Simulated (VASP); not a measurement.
# CaO (Fm-3m) in VASP: a series of runs

Aim: see how the results for CaO move with the level of theory and the settings. Levels: PBE+U, LDA+U, PBE+D3(BJ)+U, PBEsol+U. Tasks: single point.

Program: VASP 6.6.1. These are calculated values, not measurements. Logs are shortened: lines on timing, memory, paths and dates and some standing lists are left out, and cuts for length are marked.

**1. The cell of the first run**

Symmetry: Fm-3m, No. 225, cubic system. The conventional cell has a = 4.823 Å, b = 4.823 Å, c = 4.823 Å, α = 90.00°, β = 90.00°, γ = 90.00°. Within 3.2 Å of Ca (site symmetry m-3m) lie 6 O at 2.41 Å. O (site symmetry m-3m) has 6 Ca at 2.41 Å within 3.2 Å.

**2. Single point, PBE+U**

INCAR

```
SYSTEM = CaO
PREC = Accurate
ENCUT = 600
EDIFF = 1E-6
ISMEAR = 1
SIGMA = 0.069
LREAL = .False.
LASPH = .True.
NELM = 200
ALGO = Normal
ISIF = 2
LWAVE = .False.
LCHARG = .False.
LDAU = .True.
LDAUTYPE = 2
LDAUL = -1 1
LDAUU = 0 2.7
LDAUJ = 0 0
LDAUPRINT = 1
GGA = PE
NBANDS = 15
GGA_COMPAT = .False.
```

KPOINTS

```
regular mesh
0
Gamma
  4 4 4
  0 0 0
```

POSCAR

```
CaO
1.0
    0.0000000000      2.4115409895      2.4115409895
    2.4115409895      0.0000000000      2.4115409895
    2.4115409895      2.4115409895      0.0000000000
Ca O
1 1
Direct
    0.0000000000      0.0000000000      0.0000000000
    0.5000000000      0.5000000000      0.5000000000
```

Potentials or basis: VASP PAW PBE potentials, release 64 (Ca_sv, O).

Started as:

```bash
$ cat potpaw_PBE.64/Ca_sv/POTCAR potpaw_PBE.64/O/POTCAR > POTCAR
$ mpirun -np 1 vasp_std > vasp.out
```

OUTCAR:

```text
SYSTEM = CaO
   PREC = Accurate
   ENCUT = 600
   EDIFF = 1E-6
   ISMEAR = 1
   LREAL = .False.
   LASPH = .True.
   NELM = 200
   ISIF = 2
   GGA = PE

 ion  position               nearest neighbor table
   1  0.000  0.000  0.000-   2 2.41   2 2.41   2 2.41   2 2.41   2 2.41   2 2.41
   2  0.500  0.500  0.500-   1 2.41   1 2.41   1 2.41   1 2.41   1 2.41   1 2.41

  LATTYP: Found a face centered cubic cell.
 ALAT       =     4.8230819790

  Lattice vectors:

 A1 = (   0.0000000000,   2.4115409895,   2.4115409895)
 A2 = (   2.4115409895,   0.0000000000,   2.4115409895)
 A3 = (   2.4115409895,   2.4115409895,   0.0000000000)

Analysis of symmetry for initial positions (statically):
=====================================================================
 Subroutine PRICEL returns:
 Original cell was already a primitive cell.

 Routine SETGRP: Setting up the symmetry group for a
 face centered cubic supercell.

 Subroutine GETGRP returns: Found 48 space group operations
 (whereof 48 operations were pure point group operations)
 out of a pool of 48 trial point group operations.

The static configuration has the point symmetry O_h .

Analysis of symmetry for dynamics (positions and initial velocities):
=====================================================================
 Subroutine PRICEL returns:
 Original cell was already a primitive cell.

 Routine SETGRP: Setting up the symmetry group for a
 face centered cubic supercell.

 Subroutine GETGRP returns: Found 48 space group operations
 (whereof 48 operations were pure point group operations)
 out of a pool of 48 trial point group operations.

The dynamic configuration has the point symmetry O_h .

 Subroutine INISYM returns: Found 48 space group operations
 (whereof 48 operations are pure point group operations),
 and found     1 'primitive' translations

----------------------------------------------------------------------------------------

                                     Primitive cell

  volume of cell :      28.0488

  direct lattice vectors                    reciprocal lattice vectors
     0.000000000  2.411540990  2.411540990    -0.207336306  0.207336306  0.207336306
     2.411540990  0.000000000  2.411540990     0.207336306 -0.207336306  0.207336306
     2.411540990  2.411540990  0.000000000     0.207336306  0.207336306 -0.207336306

  length of vectors
     3.410433974  3.410433974  3.410433974     0.359117016  0.359117016  0.359117016

  position of ions in fractional coordinates (direct lattice)
     0.000000000  0.000000000  0.000000000
[... 77 lines left out ...]
   EFERMI_NEDOS =   21; number of points for ismear=-14 and -15
   IALGO  =     38    algorithm
   IMIX   =      4    mixing-type and parameters
     AMIX     =   0.40;   BMIX     =  1.00
     AMIX_MAG =   1.60;   BMIX_MAG =  1.00
  volume/ion in A,a.u.               =      14.02        94.64
  Fermi-wavevector in a.u.,A,eV,Ry     =   1.357720  2.565719 25.081024  1.843403
  Thomas-Fermi vector in A             =   2.484614
   LORBIT       =      0    0 simple, 1 ext, 2 COOP (PROOUT), +10 PAW based schemes
 LDA+U is selected, type is set to LDAUTYPE =  2
   angular momentum for each species LDAUL =    -1    1
   U (eV)           for each species LDAUU =   0.0  2.7
   J (eV)           for each species LDAUJ =   0.0  0.0
   GGA     = PE    functional components
   LHFCALC =     F    Hartree Fock is set to
   AEXX    =    0.0000 exact exchange contribution
   IVDW    =     0    specifies the selected vdW correction
   LEPSILON=     F    determine dielectric tensor
   LRPA    =     F    only Hartree local field effects (RPA)
 non-spin polarized calculation
 Methfessel and Paxton  Order N= 1 SIGMA  =   0.07
  energy-cutoff  :      600.00
  volume of cell :       28.05
 maximum number of plane-waves:       960
   NGX = 13   NGY = 13   NGZ = 13

 number of electron      15.9999998 magnetization

 Free energy of the ion-electron system (eV)
  ---------------------------------------------------
  ext. energy  EPLUGINS =         0.00000000
  ---------------------------------------------------
  free energy    TOTEN  =       -10.83321928 eV

  energy without entropy =      -10.83340680  energy(sigma->0) =      -10.83328179

 E-fermi :   2.2943     XC(G=0): -10.4132

 val. band max:        2.2362504408   @ k =   0.0000   0.0000   0.0000
 cond. band min:       5.9228743871   @ k =   0.5000   0.5000   0.0000
 fundamental gap:      3.6866239463
 Fermi energy:         2.2943402764

 k-point     1 :       0.0000    0.0000    0.0000
  band No.  band energies     occupation
      1     -35.4174      2.00000
      2     -16.1880      2.00000
      3     -16.1880      2.00000
      4     -16.1880      2.00000
      5     -13.1150      2.00000
      6       2.2363      2.00000
      7       2.2363      2.00000
      8       2.2363      2.00000
      9       6.9453      0.00000
     10       8.4770      0.00000
     11       8.4770      0.00000
     12       8.4770      0.00000
     13       9.9617      0.00000
     14       9.9617      0.00000
[... 113 lines left out ...]
      2     -16.5892      2.00000
      3     -16.5892      2.00000
      4     -16.5858      2.00000
      5     -12.5097      2.00000
      6       0.9754      2.00000
      7       1.1897      2.00000
      8       1.1897      2.00000
      9       8.5549      0.00000
     10       8.5549      0.00000
     11      10.5992      0.00000
     12      11.7353      0.00000
     13      12.1637      0.00000
     14      15.9946      0.00000
     15      16.3069      0.00000

------------------------ aborting loop because EDIFF is reached ----------------------------------------

  FORCE on cell =-STRESS in cart. coord.  units (eV):
  Direction    XX          YY          ZZ          XY          YZ          ZX
  --------------------------------------------------------------------------------------
  -------------------------------------------------------------------------------------
  Total        0.0721723      0.0721723      0.0721723      0.0000000     -0.0000000      0.0000000
  in kB        4.1225603      4.1225603      4.1225603      0.0000000     -0.0000000      0.0000000
  external PRESSURE =       4.1225603 kB  Pullay stress =       0.0000000 kB

 VOLUME and BASIS-vectors are now :
 -----------------------------------------------------------------------------
  energy-cutoff  :      600.00
  volume of cell :       28.05
      direct lattice vectors                 reciprocal lattice vectors
     0.000000000  2.411540990  2.411540990    -0.207336306  0.207336306  0.207336306
     2.411540990  0.000000000  2.411540990     0.207336306 -0.207336306  0.207336306
     2.411540990  2.411540990  0.000000000     0.207336306  0.207336306 -0.207336306

 POSITION                                       TOTAL-FORCE (eV/Angst)
 -----------------------------------------------------------------------------------
      0.00000      0.00000      0.00000         0.000000      0.000000      0.000000
      2.41154      2.41154      2.41154        -0.000000     -0.000000     -0.000000
 -----------------------------------------------------------------------------------
    total drift:                                0.000000      0.000000      0.000000

  FREE ENERGIE OF THE ION-ELECTRON SYSTEM (eV)
  ---------------------------------------------------
  free  energy   TOTEN  =       -10.8332192782 eV

  energy  without entropy=      -10.8334068043  energy(sigma->0) =      -10.83328179
```

OSZICAR:

```text
N       E                     dE             d eps       ncg     rms          rms(c)
DAV:   1     0.136191656544E+03    0.13619E+03   -0.90894E+03   240   0.122E+03
DAV:   2    -0.586718563437E+01   -0.14206E+03   -0.13184E+03   303   0.297E+02
DAV:   3    -0.122842102097E+02   -0.64170E+01   -0.63544E+01   289   0.683E+01
DAV:   4    -0.124577923912E+02   -0.17358E+00   -0.17353E+00   338   0.974E+00
DAV:   5    -0.124583358540E+02   -0.54346E-03   -0.54346E-03   282   0.597E-01    0.852E+00
DAV:   6    -0.108855201575E+02    0.15728E+01   -0.47447E+00   262   0.213E+01    0.341E+00
DAV:   7    -0.108340309773E+02    0.51489E-01   -0.37870E-01   268   0.624E+00    0.180E+00
DAV:   8    -0.108345326186E+02   -0.50164E-03   -0.72157E-02   296   0.287E+00    0.470E-01
DAV:   9    -0.108325777390E+02    0.19549E-02   -0.58014E-03   254   0.646E-01    0.109E-01
DAV:  10    -0.108332474903E+02   -0.66975E-03   -0.76928E-04   289   0.267E-01    0.437E-02
DAV:  11    -0.108332195831E+02    0.27907E-04   -0.62862E-05   297   0.919E-02    0.548E-03
DAV:  12    -0.108332192782E+02    0.30488E-06   -0.72577E-06   282   0.252E-02
   1 F= -.10833219E+02 E0= -.10833282E+02  d E =0.187526E-03
```

Run time: 9.9 s. Hardware: 1 thread of Intel Xeon 8259CL, shared host; peak memory 0.15 GiB.

What came out:

```yaml
Free_energy: -10.8332 eV
Pressure: 0.4 GPa
Band_gap_on_the_k_mesh: 3.69 eV (least direct gap 4.06 eV)
```

Caveat: the k points lie up to 0.56 Å⁻¹ apart.

**3. Single point, LDA+U**

This run uses another cell than the first one, of 13.89 Å³/atom.

INCAR

```
PREC = Accurate ; ENCUT = 600
EDIFF = 1E-6 ; ISMEAR = 0
SIGMA = 0.1 ; LREAL = F
LASPH = T ; NELM = 200
ALGO = Normal ; ISIF = 2
LWAVE = F ; LCHARG = F
LDAU = T ; LDAUTYPE = 2
LDAUL = -1 1 ; LDAUU = 0 6.3
LDAUJ = 0 0 ; LDAUPRINT = 1
GGA = CA ; ISYM = 0
NBANDS = 15 ; GGA_COMPAT = F
```

KPOINTS

```
regular mesh
0
Gamma
  2 2 6
```

POSCAR

```
CaO
1.0
    0.0000000000      2.4035556960      2.4035556960
    2.4035556960      0.0000000000      2.4035556960
    2.4035556960      2.4035556960      0.0000000000
Ca O
1 1
Direct
    0.0000000000      0.0000000000      0.0000000000
    0.5000000000      0.5000000000      0.5000000000
```

Potentials or basis: VASP PAW LDA potentials, release 64 (Ca_sv, O).

Started as:

```bash
$ cat potpaw_LDA.64/Ca_sv/POTCAR potpaw_LDA.64/O/POTCAR > POTCAR
$ mpirun -np 1 vasp_std > vasp.out
```

Wall time 14 s (1 thread of Intel Xeon 8259CL, shared host); peak memory 0.14 GiB.

The run converged. Its results:

| Property | Result |
| --- | --- |
| Free energy | -9.4826 eV |
| Pressure | -7.5 GPa |
| Band gap on the k mesh | 3.46 eV (least direct gap 3.84 eV) |

Levels at points of the mesh, in eV from the valence-band top:
```tsv
k point	band 6	band 7	band 8	band 9	band 10	band 11
(0.00, 0.00, 0.00)	-0.04	-0.04	0.00	4.65	6.08	6.09
(0.50, 0.00, 0.00)	-2.72	-1.26	-1.23	6.92	8.26	8.26
(0.00, 0.50, 0.00)	-2.72	-1.26	-1.23	6.92	8.26	8.26
(0.50, 0.50, 0.00)	-1.33	-0.41	-0.39	3.46	8.04	8.84
(0.00, 0.00, 0.50)	-2.70	-1.26	-1.26	6.93	8.27	8.27
(0.50, 0.00, 0.50)	-1.33	-0.41	-0.39	3.46	8.04	8.84
(0.00, 0.50, 0.50)	-1.33	-0.41	-0.39	3.46	8.04	8.84
(0.50, 0.50, 0.50)	-2.72	-1.26	-1.23	6.92	8.26	8.26
```

Caveat: the k points lie up to 1.07 Å⁻¹ apart, too coarse for converged energies, forces and pressures.

[end of part 1 of 3]
